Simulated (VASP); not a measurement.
Write the native input for VASP 6.6.1 that does the following.

```
Task                   : single point
Functional             : PBE
Potentials or basis    : VASP PAW PBE potentials, release 64 (Rb_sv, Br)
Cutoff                 : 520 eV
k mesh                 : 6 × 6 × 6
Occupations            : gaussian, width 0.02 eV
Spin                   : no spin polarisation
Dipole correction      : no
Further INCAR settings : ALGO = Normal; EDIFF = 1e-07; NBANDS = 15
```

The structure of RbBr lies in POSCAR:

```
RbBr
1.0
    0.0000000000      3.6657455250      3.6657455250
    3.6657455250      0.0000000000      3.6657455250
    3.3915455250      3.3915455250      0.2742000000
Rb Br
1 1
Direct
    0.0000000000      0.0000000000      0.0000000000
    0.5000000000      0.5000000000      0.5000000000
```

This cell differs from its parent crystal: strained.

The input as run:

INCAR

```
SYSTEM = RbBr
PREC = Accurate ; ENCUT = 520
EDIFF = 1E-7 ; ISMEAR = 0
SIGMA = 0.02 ; LREAL = .FALSE.
LASPH = .TRUE. ; NELM = 60
ALGO = Normal ; ISIF = 2
LWAVE = .FALSE. ; LCHARG = .FALSE.
GGA = PE ; NBANDS = 15
```

KPOINTS

```
regular mesh
0
G
  6 6 6
  0 0 0
```

Potentials or basis: VASP PAW PBE potentials, release 64 (Rb_sv, Br).

The run is started by

```bash
$ cat potpaw_PBE.64/Rb_sv/POTCAR potpaw_PBE.64/Br/POTCAR > POTCAR
$ mpirun -np 1 vasp_std > vasp.out
```

It gave:

| Quantity | Value |
| --- | --- |
| Pressure | -0.2 GPa |
| Band gap on the k mesh | 4.00 eV, direct |

Caveat: the cell differs from its parent crystal (strained).

Run time: 40 s on 1 thread of Intel Xeon 6975P-C, with other jobs on the host, peak memory 0.24 GiB.
